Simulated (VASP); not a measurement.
# Mo (Im-3m) in VASP: density of states with PBE

Aim: the density of states of Mo with PBE.

Everything below comes from runs of VASP 6.6.1. Logs are shortened: lines on timing, memory, paths and dates and some standing lists are left out, and cuts for length are marked.

### Step 1. The cell of the first run

Symmetry: Im-3m, No. 229, cubic system. Conventional cell: a = 3.147 Å, b = 3.147 Å, c = 3.147 Å, α = 90.00°, β = 90.00°, γ = 90.00°. Mo (site symmetry m-3m) has 14 Mo at 2.73 to 3.15 Å within 3.6 Å.

### Step 2. Density of states, PBE

The input, POSCAR:

```
Mo
1.0
   -1.5734150000      1.5734150000      1.5734150000
    1.5734150000     -1.5734150000      1.5734150000
    1.5734150000      1.5734150000     -1.5734150000
Mo
1
Direct
    0.0000000000      0.0000000000      0.0000000000
```

The input, INCAR.step1:

```
SYSTEM = Mo
ALGO     = Normal         ! electronic algorithm
EDIFF    = 1E-6           ! SCF threshold, eV
ENCUT    = 520            ! plane-wave cutoff, eV
GGA      = PE             ! functional
ISIF     = 2              ! what is computed and relaxed
ISMEAR   = 0              ! smearing method
LASPH    = .TRUE.         ! aspherical terms in the spheres
LCHARG   = .TRUE.         ! write CHGCAR
LMAXMIX  = 4              ! l up to which the mixer works
LREAL    = .FALSE.        ! projectors in reciprocal space
LWAVE    = .FALSE.        ! write WAVECAR
NBANDS   = 13             ! bands
NELM     = 60             ! most SCF steps
PREC     = Accurate       ! precision mode
SIGMA    = 0.05           ! smearing width, eV
```

The input, KPOINTS.step1:

```
k-points
0
G
  16 16 16
  0 0 0
```

The input, INCAR.step2:

```
SYSTEM = Mo
ALGO     = Normal         ! electronic algorithm
EDIFF    = 1E-6           ! SCF threshold, eV
ENCUT    = 520            ! plane-wave cutoff, eV
GGA      = PE             ! functional
ICHARG   = 11             ! starting density
ISIF     = 2              ! what is computed and relaxed
ISMEAR   = -5             ! smearing method
LASPH    = .TRUE.         ! aspherical terms in the spheres
LCHARG   = .FALSE.        ! write CHGCAR
LMAXMIX  = 4              ! l up to which the mixer works
LORBIT   = 11             ! projections on sites
LREAL    = .FALSE.        ! projectors in reciprocal space
LWAVE    = .FALSE.        ! write WAVECAR
NBANDS   = 13             ! bands
NEDOS    = 1001           ! points of the DOS
NELM     = 60             ! most SCF steps
PREC     = Accurate       ! precision mode
SIGMA    = 0.05           ! smearing width, eV
```

The input, KPOINTS.step2:

```
k-points
0
G
  24 24 24
  0 0 0
```

Potentials or basis: VASP PAW PBE potentials, release 64 (Mo_sv).

On the command line:

```console
$ cat potpaw_PBE.64/Mo_sv/POTCAR > POTCAR
$ cp INCAR.step1 INCAR
$ cp KPOINTS.step1 KPOINTS
$ mpirun -np 1 vasp_std > vasp.out
$ cp INCAR.step2 INCAR
$ cp KPOINTS.step2 KPOINTS
$ mpirun -np 1 vasp_std > vasp.out
```

OUTCAR:

```text
SYSTEM = Mo
   EDIFF = 1E-6
   ENCUT = 520
   GGA = PE
   ICHARG = 11
   ISIF = 2
   ISMEAR = -5
   LASPH = .TRUE.
   LORBIT = 11
   LREAL = .FALSE.
   NELM = 60
   PREC = Accurate

 ion  position               nearest neighbor table
   1  0.000  0.000  0.000-

  LATTYP: Found a body centered cubic cell.
 ALAT       =     3.1468300000

  Lattice vectors:

 A1 = (  -1.5734150000,   1.5734150000,   1.5734150000)
 A2 = (   1.5734150000,  -1.5734150000,   1.5734150000)
 A3 = (   1.5734150000,   1.5734150000,  -1.5734150000)

Analysis of symmetry for initial positions (statically):
=====================================================================
 Subroutine PRICEL returns:
 Original cell was already a primitive cell.

 Routine SETGRP: Setting up the symmetry group for a
 body centered cubic supercell.

 Subroutine GETGRP returns: Found 48 space group operations
 (whereof 48 operations were pure point group operations)
 out of a pool of 48 trial point group operations.

The static configuration has the point symmetry O_h .

Analysis of symmetry for dynamics (positions and initial velocities):
=====================================================================
 Subroutine PRICEL returns:
 Original cell was already a primitive cell.

 Routine SETGRP: Setting up the symmetry group for a
 body centered cubic supercell.

 Subroutine GETGRP returns: Found 48 space group operations
 (whereof 48 operations were pure point group operations)
 out of a pool of 48 trial point group operations.

The dynamic configuration has the point symmetry O_h .

 Subroutine INISYM returns: Found 48 space group operations
 (whereof 48 operations are pure point group operations),
 and found     1 'primitive' translations

----------------------------------------------------------------------------------------

                                     Primitive cell

  volume of cell :      15.5808

  direct lattice vectors                    reciprocal lattice vectors
    -1.573415000  1.573415000  1.573415000     0.000000000  0.317780115  0.317780115
     1.573415000 -1.573415000  1.573415000     0.317780115  0.000000000  0.317780115
     1.573415000  1.573415000 -1.573415000     0.317780115  0.317780115  0.000000000

  length of vectors
     2.725234721  2.725234721  2.725234721     0.449408949  0.449408949  0.449408949

  position of ions in fractional coordinates (direct lattice)
     0.000000000  0.000000000  0.000000000

  ion indices of the primitive-cell ions
   primitive index   ion index
                 1           1

----------------------------------------------------------------------------------------

 KPOINTS: k-points

Automatic generation of k-mesh.
 Grid dimensions read from file:
 generate k-points for:   24   24   24

 Generating k-lattice:

  Cartesian coordinates                     Fractional coordinates (reciprocal lattice)
     0.000000000  0.013240838  0.013240838     0.041666667  0.000000000  0.000000000
     0.013240838  0.000000000  0.013240838     0.000000000  0.041666667  0.000000000
     0.013240838  0.013240838  0.000000000     0.000000000  0.000000000  0.041666667

  Length of vectors
     0.018725373  0.018725373  0.018725373

  Shift w.r.t. Gamma in fractional coordinates (k-lattice)
     0.000000000  0.000000000  0.000000000

 TETIRR: Found  16469 inequivalent tetrahedra from    82944

 Subroutine IBZKPT returns following result:
 ===========================================

 Found    413 irreducible k-points:

 Following reciprocal coordinates:
            Coordinates               Weight
  0.000000  0.000000  0.000000      1.000000
  0.041667  0.000000  0.000000     12.000000
  0.083333  0.000000  0.000000     12.000000
  0.125000  0.000000  0.000000     12.000000
  0.166667  0.000000  0.000000     12.000000
  0.208333  0.000000  0.000000     12.000000
[... 16 lines left out ...]
  0.416667  0.041667  0.000000     48.000000
  0.458333  0.041667  0.000000     48.000000
 [... further k-points ...]
   k-points           NKPTS =    413   k-points in BZ     NKDIM =    413   number of bands    NBANDS=     13
   number of dos      NEDOS =   1001   number of ions     NIONS =      1
   total plane-waves  NPLWV =   8000
   dimension x,y,z NGX =    20 NGY =   20 NGZ =   20
   dimension x,y,z NGXF=    40 NGYF=   40 NGZF=   40
   ions per type =               1
   NGX,Y,Z   is equivalent  to a cutoff of  12.20, 12.20, 12.20 a.u.
   NGXF,Y,Z  is equivalent  to a cutoff of  24.40, 24.40, 24.40 a.u.
 SYSTEM =  Mo
   PREC   = accura    normal or accurate (medium, high low for compatibility)
   ISTART =      0    job   : 0-new  1-cont  2-samecut
   ICHARG =     11    charge: 1-file 2-atom 10-const
   ISPIN  =      1    spin polarized calculation?
   LNONCOLLINEAR =      F non collinear calculations
   LSORBIT =      F    spin-orbit coupling
   LASPH  =      T    aspherical Exc in radial PAW
   ENCUT  =  520.0 eV  38.22 Ry    6.18 a.u.   5.07  5.07  5.07*2*pi/ulx,y,z
   NELM   =     60;   NELMIN=  2; NELMDL=  0     # of ELM steps
   EDIFF  = 0.1E-05   stopping-criterion for ELM
   LREAL  =      F    real-space projection
   EDIFFG = 0.1E-04   stopping-criterion for IOM
   NSW    =      0    number of steps for IOM
   IBRION =     -1    ionic relax: 0-MD 1-quasi-New 2-CG
   NFREE  =      0    steps in history (QN), initial steepest desc. (CG)
   ISIF   =      2    stress and relaxation
   ISYM   =      2    0-nonsym 1-usesym 2-fastsym
   POTIM  = 0.5000    time-step for ionic-motion
   TEBEG  =    0.0;   TEEND  =   0.0 temperature during run
   PSTRESS=    0.0 pullay stress
   NELECT =      14.0000    total number of electrons
   NUPDOWN=      -1.0000    fix difference up-down
   EMIN   =  10.00;   EMAX   =-10.00  energy-range for DOS
   EFERMI =   0.00;   METHOD = LEGACY
   ISMEAR =    -5;   SIGMA  =   0.05  broadening in eV -4-tet -1-fermi 0-gaus
   EFERMI_NEDOS =   21; number of points for ismear=-14 and -15
   IALGO  =     38    algorithm
   IMIX   =      4    mixing-type and parameters
     AMIX     =   0.40;   BMIX     =  1.00
     AMIX_MAG =   1.60;   BMIX_MAG =  1.00
  volume/ion in A,a.u.               =      15.58       105.14
  Fermi-wavevector in a.u.,A,eV,Ry     =   1.579747  2.985289 33.954710  2.495601
  Thomas-Fermi vector in A             =   2.680079
   LORBIT       =     11    0 simple, 1 ext, 2 COOP (PROOUT), +10 PAW based schemes
   GGA     = PE    functional components
   LHFCALC =     F    Hartree Fock is set to
   AEXX    =    0.0000 exact exchange contribution
   IVDW    =     0    specifies the selected vdW correction
   LEPSILON=     F    determine dielectric tensor
   LRPA    =     F    only Hartree local field effects (RPA)
 non-spin polarized calculation
 Fermi weights with tetrahedron method with Bloechl corrections
  energy-cutoff  :      520.00
  volume of cell :       15.58
 maximum number of plane-waves:       432

 number of electron      14.0000001 magnetization

 Free energy of the ion-electron system (eV)
  ---------------------------------------------------
  ext. energy  EPLUGINS =         0.00000000
  ---------------------------------------------------
  free energy    TOTEN  =       -10.93210890 eV

  energy without entropy =      -10.93210890  energy(sigma->0) =      -10.93210890

 E-fermi :  12.6742     XC(G=0): -13.4076

 val. band max:       12.7432258859   @ k =   0.5000   0.5000   0.2917
 cond. band min:      12.6184899604   @ k =  -0.1667   0.2083   0.1250
 fundamental gap:     -0.1247359254
 Fermi energy:        12.6742406076

 k-point     1 :       0.0000    0.0000    0.0000
  band No.  band energies     occupation
      1     -48.6269      2.00000
      2     -21.8860      2.00000
      3     -21.8860      2.00000
      4     -21.8860      2.00000
      5       5.3995      2.00000
      6      11.2808      2.00000
      7      11.2808      2.00000
      8      11.2808      2.00000
      9      14.3181      0.00000
     10      14.3181      0.00000
     11      27.4828      0.00000
     12      27.4828      0.00000
     13      27.4828      0.00000

 k-point     2 :       0.0417    0.0000    0.0000
  band No.  band energies     occupation
      1     -48.6224      2.00000
      2     -21.9119      2.00000
      3     -21.8940      2.00000
      4     -21.8862      2.00000
      5       5.4774      2.00000
      6      11.2365      2.00000
      7      11.2743      2.00000
      8      11.3535      2.00000
      9      14.2503      0.00000
     10      14.3191      0.00000
     11      27.5429      0.00000
     12      27.6138      0.00000
     13      27.6407      0.00000

 k-point     3 :       0.0833    0.0000    0.0000
  band No.  band energies     occupation
      1     -48.6092      2.00000
      2     -21.9874      2.00000
      3     -21.9173      2.00000
      4     -21.8868      2.00000
      5       5.7048      2.00000
      6      11.1093      2.00000
      7      11.2483      2.00000
      8      11.5696      2.00000
      9      14.0783      0.00000
     10      14.3235      0.00000
     11      27.7038      0.00000
     12      28.0000      0.00000
     13      28.0691      0.00000
[... 305 lines left out ...]
 k-point    23 :       0.4167    0.0417    0.0000
  band No.  band energies     occupation
      1     -48.3675      2.00000
      2     -23.2442      2.00000
      3     -22.3267      2.00000
      4     -21.9077      2.00000
      5       7.4236      2.00000
      6       9.3125      2.00000
      7      13.4571     -0.07501
      8      14.3858      0.00000
      9      15.0789      0.00000
     10      17.1760      0.00000
     11      24.7585      0.00000
     12      24.9971      0.00000
     13      30.5010      0.00000

 k-point    24 :       0.4583    0.0417    0.0000
  band No.  band energies     occupation
      1     -48.3583      2.00000
      2     -23.2881      2.00000
      3     -22.3418      2.00000
      4     -21.9082      2.00000
      5       7.3654      2.00000
      6       9.2571      2.00000
      7      13.8636     -0.00845
      8      14.3446      0.00000
      9      15.1958      0.00000
     10      17.5193      0.00000
     11      24.3462      0.00000
     12      24.7497      0.00000
     13      29.9979      0.00000

 [... further k-points ...]
[... 5 lines left out ...]
  --------------------------------------------------------------------------------------
  -------------------------------------------------------------------------------------
  Total        0.3041013      0.3041013      0.3041013      0.0000000      0.0000000     -0.0000000
  in kB       31.2707982     31.2707982     31.2707982      0.0000000      0.0000000     -0.0000000
  external PRESSURE =      31.2707982 kB  Pullay stress =       0.0000000 kB

 VOLUME and BASIS-vectors are now :
 -----------------------------------------------------------------------------
  energy-cutoff  :      520.00
  volume of cell :       15.58
      direct lattice vectors                 reciprocal lattice vectors
    -1.573415000  1.573415000  1.573415000     0.000000000  0.317780115  0.317780115
     1.573415000 -1.573415000  1.573415000     0.317780115  0.000000000  0.317780115
     1.573415000  1.573415000 -1.573415000     0.317780115  0.317780115  0.000000000

 POSITION                                       TOTAL-FORCE (eV/Angst)
 -----------------------------------------------------------------------------------
      0.00000      0.00000      0.00000        -0.000000      0.000000     -0.000000
 -----------------------------------------------------------------------------------
    total drift:                               -0.000000      0.000000     -0.000000

  FREE ENERGIE OF THE ION-ELECTRON SYSTEM (eV)
  ---------------------------------------------------
  free  energy   TOTEN  =       -10.9321089043 eV

  energy  without entropy=      -10.9321089043  energy(sigma->0) =      -10.93210890

 total charge

# of ion       s       p       d       tot
------------------------------------------
    1        2.383   6.209   3.913  12.505
```

Wall time 33 s (1 thread of AMD EPYC 9R45 (Zen 5), shared host); peak memory 0.19 GiB.

What came out:

```
Valence electrons inside the program's atomic spheres : Mo 12.51
```

Caveat: tetrahedron occupations give inexact forces and stress in metals.
